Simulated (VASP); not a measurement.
# SnO in VASP: notebook, part 2 of 2

VASP 6.6.1. Earlier steps stand in the parts before.

## (4) Electric field gradients, PBEsol (equal xy, yz and zx shear strains of +2 %)

The input, INCAR:

```
PREC     = Accurate       # precision mode
ENCUT    = 520            # plane-wave cutoff, eV
EDIFF    = 1E-8           # SCF threshold, eV
ISMEAR   = -1             # smearing method
SIGMA    = 0.01           # smearing width, eV
LREAL    = False          # projectors in reciprocal space
LASPH    = True           # aspherical terms in the spheres
NELM     = 60             # most SCF steps
ALGO     = Normal         # electronic algorithm
ISIF     = 2              # what is computed and relaxed
LWAVE    = False          # write WAVECAR
LCHARG   = False          # write CHGCAR
GGA      = PS             # functional
LEFG     = True         
NBANDS   = 28             # bands
```

The input, KPOINTS:

```
Automatic mesh
0
Gamma
  8 8 6
```

The input, POSCAR:

```
SnO
1.0
    3.8020000000      0.0380200000      0.0380200000
    0.0380200000      3.8020000000      0.0380200000
    0.0483600000      0.0483600000      4.8360000000
Sn O
2 2
Direct
    0.0000000000      0.5000000000      0.2385000000
    0.5000000000      0.0000000000      0.7615000000
    0.0000000000      0.0000000000      0.0000000000
    0.5000000000      0.5000000000      0.0000000000
```

Potentials or basis: VASP PAW PBE potentials, release 64 (Sn_d, O).

Started as:

```sh
$ cat potpaw_PBE.64/Sn_d/POTCAR potpaw_PBE.64/O/POTCAR > POTCAR
$ mpirun -np 1 vasp_std > vasp.out
```

OUTCAR:

```text
PREC = Accurate
   ENCUT = 520
   EDIFF = 1E-8
   ISMEAR = -1
   LREAL = False
   LASPH = True
   NELM = 60
   ISIF = 2
   GGA = PS

 ion  position               nearest neighbor table
   1  0.000  0.500  0.239-   3 2.20   4 2.20   3 2.24   4 2.24   2 3.51   2 3.52   2 3.52   2 3.61
                             2 3.66   2 3.67   2 3.67
   2  0.500  0.000  0.761-   4 2.20   3 2.20   3 2.24   4 2.24   1 3.51   1 3.52   1 3.52   1 3.61
                             1 3.66   1 3.67   1 3.67
   3  0.000  0.000  0.000-   2 2.20   1 2.20   1 2.24   2 2.24
   4  0.500  0.500  0.000-   2 2.20   1 2.20   2 2.24   1 2.24

  LATTYP: Found a base centered monoclinic cell.
 ALAT       =     5.4311406981
 B/A-ratio  =     0.9801019455
 C/A-ratio  =     0.8905097188
[... 978 lines left out ...]
   1      80.521    80.521  -161.043    -2.734    18.665    18.665
   2      80.521    80.521  -161.043    -2.734    18.665    18.665
   3      -1.018    -1.018     2.035     6.327    -0.433    -0.433
   4      -1.018    -1.018     2.035     6.327    -0.433    -0.433
---------------------------------------------------------------------

 Electric field gradients after diagonalization (V/A^2)
 (convention: |V_zz| > |V_xx| > |V_yy|)
----------------------------------------------------------------------
 ion       V_xx      V_yy      V_zz     asymmetry (V_yy - V_xx)/ V_zz
----------------------------------------------------------------------
   1      83.256    80.670  -163.925       0.016
   2      83.256    80.670  -163.925       0.016
   3       5.420     1.924    -7.344       0.476
   4       5.420     1.924    -7.344       0.476
----------------------------------------------------------------------

           NMR quadrupolar parameters

 Cq : quadrupolar parameter    Cq=e*Q*V_zz/h
 eta: asymmetry parameters     (V_yy - V_xx)/ V_zz
 Q  : nuclear electric quadrupole moment in mb (millibarn)
----------------------------------------------------------------------
 ion       Cq(MHz)       eta       Q (mb)
----------------------------------------------------------------------
   1      -0.396       0.016       1.000
   2      -0.396       0.016       1.000
   3      -0.018       0.476       1.000
   4      -0.018       0.476       1.000
----------------------------------------------------------------------
```

stdout:

```text
POSCAR found type information on POSCAR SnO
 POSCAR found :  2 types and       4 ions
 scaLAPACK will be used
 -----------------------------------------------------------------------------
|                                                                             |
|                                                                             |
|     You enforced a specific xc type in the INCAR file but a different       |
|     I HOPE YOU KNOW WHAT YOU ARE DOING!                                     |
|                                                                             |
 -----------------------------------------------------------------------------

 LDA part: xc-table for (Slater+PW92), standard interpolation
 POSCAR, INCAR and KPOINTS ok, starting setup
 FFT: planning ... GRIDC
 FFT: planning ... GRID_SOFT
 FFT: planning ... GRID
 WAVECAR not read
 entering main loop
ion   1

ion   2

ion   3

ion   4
```

It took 3.6 min on 1 thread of Intel Xeon Platinum 8488C (Sapphire Rapids), shared host; peak memory 0.3 GiB.

What came out:

* Free energy: -24.1950 eV
* Pressure: 0.3 GPa
* Largest force: 0.231 eV/Å
* Band gap on the k mesh: zero (filled and empty bands overlap)
* Largest electric field gradient by atom: Sn -163.9; O -7.3 V/Å²

Forces on the atoms (eV/Å):
```
Sn  -0.116 -0.116  0.162
Sn   0.116  0.116 -0.162
O   -0.075  0.075  0.000
O    0.075 -0.075  0.000
```

Electric field gradients, principal values (V/Å²):
| atom | least | middle | greatest (by size) |
| --- | --- | --- | --- |
| 1 Sn | 80.670 | 83.256 | -163.925 |
| 2 Sn | 80.670 | 83.256 | -163.925 |
| 3 O | 1.924 | 5.420 | -7.344 |
| 4 O | 1.924 | 5.420 | -7.344 |

Caveat: the cell differs from its parent crystal (equal xy, yz and zx shear strains of +2 %); semilocal functionals underestimate gaps, and a narrow one can read as zero; without QUAD_EFG the Cq values of the log hold for a quadrupole moment of 1 mb, not for the nuclei; the PAW data sets were made with another functional, which shifts forces and pressure a little; spin-orbit coupling is left out, which moves the levels of the heavy elements.

## (5) Electric field gradients, PBEsol (equal xy, yz and zx shear strains of -1 %)

The input, INCAR:

```
SYSTEM = SnO
PREC = Accurate
ENCUT = 520
EDIFF = 1E-8
ISMEAR = -1
SIGMA = 0.01
LREAL = .False.
LASPH = .True.
NELM = 100
ALGO = Normal
ISIF = 2
LWAVE = .False.
LCHARG = .False.
GGA = PS
LEFG = .True.
NBANDS = 28
```

The input, KPOINTS:

```
regular mesh
0
Gamma
  8 8 6
  0 0 0
```

The input, POSCAR:

```
SnO
1.0
    3.8020000000     -0.0190100000     -0.0190100000
   -0.0190100000      3.8020000000     -0.0190100000
   -0.0241800000     -0.0241800000      4.8360000000
Sn O
2 2
Direct
    0.0000000000      0.5000000000      0.2385000000
    0.5000000000      0.0000000000      0.7615000000
    0.0000000000      0.0000000000      0.0000000000
    0.5000000000      0.5000000000      0.0000000000
```

Potentials or basis: VASP PAW PBE potentials, release 64 (Sn_d, O).

Started as:

```sh
$ cat potpaw_PBE.64/Sn_d/POTCAR potpaw_PBE.64/O/POTCAR > POTCAR
$ mpirun -np 1 vasp_std > vasp.out
```

OUTCAR:

```text
SYSTEM = SnO
   PREC = Accurate
   ENCUT = 520
   EDIFF = 1E-8
   ISMEAR = -1
   LREAL = .False.
   LASPH = .True.
   NELM = 100
   ISIF = 2
   GGA = PS

 ion  position               nearest neighbor table
   1  0.000  0.500  0.239-   3 2.21   4 2.21   3 2.23   4 2.23   2 3.51   2 3.55   2 3.55   2 3.56
                             2 3.66   2 3.70   2 3.70   2 3.71
   2  0.500  0.000  0.761-   3 2.21   4 2.21   4 2.23   3 2.23   1 3.51   1 3.55   1 3.55   1 3.56
                             1 3.66   1 3.70   1 3.70   1 3.71
   3  0.000  0.000  0.000-   1 2.21   2 2.21   1 2.23   2 2.23
   4  0.500  0.500  0.000-   1 2.21   2 2.21   2 2.23   1 2.23

  LATTYP: Found a base centered monoclinic cell.
 ALAT       =     5.3500908591
 B/A-ratio  =     1.0100247465
 C/A-ratio  =     1.3384557916
 COS(beta)  =    -0.7375551699

  Lattice vectors:

 A1 = (  -3.8020000000,   0.0190100000,   0.0190100000)
 A2 = (   0.0190100000,  -3.8020000000,   0.0190100000)
 A3 = (   3.7588100000,   3.7588100000,   4.7979800000)

Analysis of symmetry for initial positions (statically):
=====================================================================
 Subroutine PRICEL returns:
 Original cell was already a primitive cell.

 Routine SETGRP: Setting up the symmetry group for a
 base centered monoclinic supercell.

 Subroutine GETGRP returns: Found  4 space group operations
 (whereof  2 operations were pure point group operations)
 out of a pool of  4 trial point group operations.

The static configuration has the point symmetry C_2 .
 The point group associated with its full space group is C_2h.

Analysis of symmetry for dynamics (positions and initial velocities):
=====================================================================
 Subroutine PRICEL returns:
 Original cell was already a primitive cell.

 Routine SETGRP: Setting up the symmetry group for a
 base centered monoclinic supercell.

 Subroutine GETGRP returns: Found  4 space group operations
 (whereof  2 operations were pure point group operations)
 out of a pool of  4 trial point group operations.

The dynamic configuration has the point symmetry C_2 .
 The point group associated with its full space group is C_2h.

 Subroutine INISYM returns: Found  4 space group operations
 (whereof  2 operations are pure point group operations),
 and found     1 'primitive' translations

----------------------------------------------------------------------------------------

                                     Primitive cell

  volume of cell :      69.9001

  direct lattice vectors                    reciprocal lattice vectors
     3.802000000 -0.019010000 -0.019010000     0.263032681  0.001321772  0.001321772
    -0.019010000  3.802000000 -0.019010000     0.001321772  0.263032681  0.001321772
    -0.024180000 -0.024180000  4.836000000     0.001039160  0.001039160  0.206792856

  length of vectors
     3.802095049  3.802095049  4.836120898     0.263039323  0.263039323  0.206798078

  position of ions in fractional coordinates (direct lattice)
     1.000000000  0.500000000  0.238500000
     0.500000000  1.000000000  0.761500000
     0.000000000  0.000000000  0.000000000
     0.500000000  0.500000000  0.000000000

  ion indices of the primitive-cell ions
[... 94 lines left out ...]
   IALGO  =     38    algorithm
   IMIX   =      4    mixing-type and parameters
     AMIX     =   0.40;   BMIX     =  1.00
     AMIX_MAG =   1.60;   BMIX_MAG =  1.00
  volume/ion in A,a.u.               =      17.48       117.93
  Fermi-wavevector in a.u.,A,eV,Ry     =   1.359155  2.568430 25.134062  1.847301
  Thomas-Fermi vector in A             =   2.485927
   LORBIT       =      0    0 simple, 1 ext, 2 COOP (PROOUT), +10 PAW based schemes
   GGA     = PS    functional components
   LHFCALC =     F    Hartree Fock is set to
   AEXX    =    0.0000 exact exchange contribution
   IVDW    =     0    specifies the selected vdW correction
   LEPSILON=     F    determine dielectric tensor
   LRPA    =     F    only Hartree local field effects (RPA)
 non-spin polarized calculation
  energy-cutoff  :      520.00
  volume of cell :       69.90
 maximum number of plane-waves:      1898
   NGX = 15   NGY = 15   NGZ = 17

 number of electron      39.9999992 magnetization

 Free energy of the ion-electron system (eV)
  ---------------------------------------------------
  ext. energy  EPLUGINS =         0.00000000
  ---------------------------------------------------
  free energy    TOTEN  =       -24.20725957 eV

  energy without entropy =      -24.20707022  energy(sigma->0) =      -24.20716489

 E-fermi :   7.0572     XC(G=0): -10.4981

 val. band max:        7.0467032980   @ k =   0.0000   0.0000   0.0000
 cond. band min:       7.0706704722   @ k =   0.5000   0.5000  -0.0000
 fundamental gap:      0.0239671742
 Fermi energy:         7.0572475358

 k-point     1 :       0.0000    0.0000    0.0000
  band No.  band energies     occupation
      1     -14.8785      2.00000
      2     -14.4355      2.00000
      3     -14.4283      2.00000
      4     -14.4243      2.00000
      5     -14.3799      2.00000
      6     -14.3753      2.00000
[... 733 lines left out ...]
     27      14.4914      0.00000
     28      17.2926      0.00000

 [... further k-points ...]

------------------------ aborting loop because EDIFF is reached ----------------------------------------

  FORCE on cell =-STRESS in cart. coord.  units (eV):
  Direction    XX          YY          ZZ          XY          YZ          ZX
  --------------------------------------------------------------------------------------
  -------------------------------------------------------------------------------------
  Total        0.1517901      0.1517901     -0.0293235      0.3626111      0.2373624      0.2373618
  in kB        3.4791748      3.4791748     -0.6721220      8.3113927      5.4405726      5.4405589
  external PRESSURE =       2.0954092 kB  Pullay stress =       0.0000000 kB

 VOLUME and BASIS-vectors are now :
 -----------------------------------------------------------------------------
  energy-cutoff  :      520.00
  volume of cell :       69.90
      direct lattice vectors                 reciprocal lattice vectors
     3.802000000 -0.019010000 -0.019010000     0.263032681  0.001321772  0.001321772
    -0.019010000  3.802000000 -0.019010000     0.001321772  0.263032681  0.001321772
    -0.024180000 -0.024180000  4.836000000     0.001039160  0.001039160  0.206792856

 POSITION                                       TOTAL-FORCE (eV/Angst)
 -----------------------------------------------------------------------------------
     -0.01527      1.89523      1.14388         0.059612      0.059612      0.152896
      1.88259     -0.02792      3.67311        -0.059612     -0.059612     -0.152896
      0.00000      0.00000      0.00000         0.037308     -0.037308     -0.000000
      1.89149      1.89149     -0.01901        -0.037308      0.037308     -0.000000
 -----------------------------------------------------------------------------------
    total drift:                                0.000000      0.000000      0.000000

  FREE ENERGIE OF THE ION-ELECTRON SYSTEM (eV)
  ---------------------------------------------------
  free  energy   TOTEN  =       -24.2072595667 eV

  energy  without entropy=      -24.2070702207  energy(sigma->0) =      -24.20716489

 Electric field gradients (V/A^2)
---------------------------------------------------------------------
 ion       V_xx      V_yy      V_zz      V_xy      V_xz      V_yz
---------------------------------------------------------------------
   1      80.716    80.716  -161.433     1.678    -9.169    -9.169
   2      80.716    80.716  -161.433     1.678    -9.169    -9.169
   3      -1.044    -1.044     2.087    -3.163     0.235     0.235
   4      -1.044    -1.044     2.087    -3.163     0.235     0.235
---------------------------------------------------------------------

 Electric field gradients after diagonalization (V/A^2)
 (convention: |V_zz| > |V_xx| > |V_yy|)
----------------------------------------------------------------------
 ion       V_xx      V_yy      V_zz     asymmetry (V_yy - V_xx)/ V_zz
----------------------------------------------------------------------
   1      83.082    79.038  -162.120       0.025
   2      83.082    79.038  -162.120       0.025
   3       2.119     2.104    -4.224       0.004
   4       2.119     2.104    -4.224       0.004
----------------------------------------------------------------------

           NMR quadrupolar parameters

 Cq : quadrupolar parameter    Cq=e*Q*V_zz/h
 eta: asymmetry parameters     (V_yy - V_xx)/ V_zz
 Q  : nuclear electric quadrupole moment in mb (millibarn)
----------------------------------------------------------------------
 ion       Cq(MHz)       eta       Q (mb)
----------------------------------------------------------------------
   1      -0.392       0.025       1.000
   2      -0.392       0.025       1.000
   3      -0.010       0.004       1.000
   4      -0.010       0.004       1.000
----------------------------------------------------------------------
```

OSZICAR:

```text
N       E                     dE             d eps       ncg     rms          rms(c)
DAV:   1     0.415068654867E+03    0.41507E+03   -0.19879E+04  6612   0.218E+03
DAV:   2     0.350116229025E+02   -0.38006E+03   -0.36483E+03  6664   0.540E+02
DAV:   3    -0.245503043196E+02   -0.59562E+02   -0.58341E+02  7316   0.179E+02
DAV:   4    -0.273842478185E+02   -0.28339E+01   -0.28204E+01  7248   0.418E+01
DAV:   5    -0.274528839312E+02   -0.68636E-01   -0.68628E-01  7016   0.704E+00    0.108E+01
DAV:   6    -0.242730850693E+02    0.31798E+01   -0.14417E+01 10364   0.431E+01    0.481E+00
DAV:   7    -0.242423408797E+02    0.30744E-01   -0.17782E+00  7556   0.805E+00    0.242E+00
DAV:   8    -0.242174953690E+02    0.24846E-01   -0.28850E-01  7824   0.351E+00    0.769E-01
DAV:   9    -0.242066186098E+02    0.10877E-01   -0.45789E-02 10084   0.230E+00    0.220E-01
DAV:  10    -0.242076290597E+02   -0.10104E-02   -0.70716E-03  9176   0.803E-01    0.144E-01
DAV:  11    -0.242072368376E+02    0.39222E-03   -0.15262E-03  9744   0.365E-01    0.243E-02
DAV:  12    -0.242072698693E+02   -0.33032E-04   -0.34270E-04  7284   0.106E-01    0.330E-02
DAV:  13    -0.242072595492E+02    0.10320E-04   -0.38569E-05  8160   0.509E-02    0.463E-03
DAV:  14    -0.242072594649E+02    0.84274E-07   -0.29289E-06  7648   0.102E-02    0.200E-03
DAV:  15    -0.242072594989E+02   -0.33991E-07   -0.33998E-07  8868   0.480E-03    0.167E-03
DAV:  16    -0.242072595541E+02   -0.55147E-07   -0.91070E-08  6960   0.257E-03    0.300E-04
DAV:  17    -0.242072595744E+02   -0.20322E-07   -0.10565E-08  3428   0.685E-04    0.144E-04
DAV:  18    -0.242072595667E+02    0.76643E-08   -0.20656E-09  3240   0.510E-04
   1 F= -.24207260E+02 E0= -.24207165E+02  d E =-.189346E-03
```

stdout:

```text
POSCAR found type information on POSCAR SnO
 POSCAR found :  2 types and       4 ions
 scaLAPACK will be used
 -----------------------------------------------------------------------------
|                                                                             |
|                                                                             |
|     You enforced a specific xc type in the INCAR file but a different       |
|     I HOPE YOU KNOW WHAT YOU ARE DOING!                                     |
|                                                                             |
 -----------------------------------------------------------------------------

 LDA part: xc-table for (Slater+PW92), standard interpolation
 POSCAR, INCAR and KPOINTS ok, starting setup
 FFT: planning ... GRIDC
 FFT: planning ... GRID_SOFT
 FFT: planning ... GRID
 WAVECAR not read
 entering main loop
ion   1

ion   2

ion   3

ion   4
```

Run time: 3.1 min. Hardware: 1 thread of Intel Xeon Platinum 8488C (Sapphire Rapids), shared host; peak memory 0.3 GiB.

What came out:

| Property | Result |
| --- | --- |
| Free energy | -24.2073 eV |
| Pressure | 0.2 GPa |
| Largest force | 0.175 eV/Å |
| Band gap on the k mesh | zero (filled and empty bands touch) |
| Largest electric field gradient by atom | Sn -162.1; O -4.2 V/Å² |

Forces in eV/Å, atoms in the order of the input:
```
Sn   0.060  0.060  0.153
Sn  -0.060 -0.060 -0.153
O    0.037 -0.037  0.000
O   -0.037  0.037  0.000
```

Levels at points of the mesh, in eV from the Fermi level:
| k point | band 17 | band 18 | band 19 | band 20 | band 21 | band 22 | band 23 | band 24 |
| --- | --- | --- | --- | --- | --- | --- | --- | --- |
| (0.00, 0.00, 0.00) | -3.52 | -3.27 | -3.13 | -0.01 | 2.03 | 4.27 | 4.61 | 4.68 |
| (0.50, 0.00, 0.00) | -4.92 | -4.89 | -2.78 | -2.73 | 3.09 | 3.19 | 5.81 | 5.92 |
| (0.50, 0.50, 0.00) | -2.58 | -2.48 | -1.93 | -1.87 | -0.01 | 0.01 | 4.31 | 4.39 |
| (0.00, 0.00, 0.50) | -3.29 | -3.15 | -3.14 | -2.25 | 1.57 | 2.86 | 2.93 | 3.63 |
| (0.50, 0.00, 0.50) | -4.88 | -4.85 | -1.80 | -1.72 | 2.48 | 2.58 | 5.37 | 5.38 |
| (0.50, 0.50, 0.50) | -2.78 | -2.66 | -2.58 | -2.49 | 2.29 | 2.30 | 3.95 | 3.99 |

Electric field gradients, principal values (V/Å²):
```csv
atom,least,middle,greatest (by size)
1 Sn,79.038,83.082,-162.120
2 Sn,79.038,83.082,-162.120
3 O,2.104,2.119,-4.224
4 O,2.104,2.119,-4.224
```

Caveat: the cell differs from its parent crystal (equal xy, yz and zx shear strains of -1 %); semilocal functionals underestimate gaps, and a narrow one can read as zero; without QUAD_EFG the Cq values of the log hold for a quadrupole moment of 1 mb, not for the nuclei; the PAW data sets were made with another functional, which shifts forces and pressure a little; spin-orbit coupling is left out, which moves the levels of the heavy elements.

## (6) Overview

| cell | gap on the mesh (eV) | pressure (GPa) | largest force (eV/Å) |
| --- | --- | --- | --- |
| a = 3.776, b = 3.776, c = 4.804 Å, 4 atoms | none | 2.2 | 0.45 |
| a = 3.789, b = 3.789, c = 4.820 Å, 4 atoms | none | 1.1 | 0.31 |
| a = 3.802, b = 3.802, c = 4.836 Å, angles 88.8°, 4 atoms | none | 0.3 | 0.23 |
| a = 3.802, b = 3.802, c = 4.836 Å, angles 90.6°, 4 atoms | none | 0.2 | 0.17 |

Alike in all rows: task electric field gradients; level PBEsol; potentials or basis VASP PAW PBE potentials, release 64 (Sn_d, O); no spin polarisation; k mesh 8 × 8 × 6; cutoff (eV) 520; smearing fermi-dirac 0.01 eV.

Caveats: semilocal functionals underestimate gaps, and a narrow one can read as zero; the PAW data sets were made with another functional, which shifts forces and pressure a little; spin-orbit coupling is left out, which moves the levels of the heavy elements.

Total energies depend on the potentials used, so only differences within one code and one set of settings carry meaning.

The gap in the log of VASP goes by the Fermi energy; the results here count the filled bands.